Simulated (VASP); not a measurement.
Input of a VASP 6.6.1 run:

The input INCAR:

```
PREC     = Accurate       # precision mode
ENCUT    = 520            # plane-wave cutoff, eV
EDIFF    = 1E-7           # SCF threshold, eV
ISMEAR   = 0              # smearing method
SIGMA    = 0.15           # smearing width, eV
LREAL    = F              # projectors in reciprocal space
LASPH    = T              # aspherical terms in the spheres
NELM     = 80             # most SCF steps
ALGO     = Normal         # electronic algorithm
ISIF     = 2              # what is computed and relaxed
LWAVE    = F              # write WAVECAR
LCHARG   = T              # write CHGCAR
GGA      = PE             # functional
IVDW     = 12             # dispersion correction
LELF     = T              # ELF
LVHAR    = T            
NBANDS   = 16             # bands
```

Contents of KPOINTS:

```
regular mesh
0
Gamma
  22 22 8
```

File POSCAR:

```
C
1.0
    1.2327689981     -2.1341461166      0.0213414612
    1.2327689981      2.1341461166     -0.0213414612
    0.0000000000     -0.0679898368      6.7989836842
C
4
Direct
    0.0833101797      0.9166898203      0.7500000000
    0.5833101797      0.4166898203      0.2500000000
    0.9166898203      0.0833101797      0.2500000000
    0.4166898203      0.5833101797      0.7500000000
```

Potentials or basis: VASP PAW PBE potentials, release 64 (C).

Run with:

```console
$ cat potpaw_PBE.64/C/POTCAR > POTCAR
$ mpirun -np 1 vasp_std > vasp.out
```

(1) Estimate the band gap on the k mesh.

(2) What does it give for the pressure?

(3) Predict the dispersion energy per atom.

## Answers

(1) zero (band 8 reaches 4.47 eV, above the bottom of band 9 at 4.44 eV).

(2) 0.4 GPa.

(3) -0.154 eV.

Caveat: the cell differs from its parent crystal (strain -0.0200 x Voigt [0, 0, 0, 1, 0, 0]).
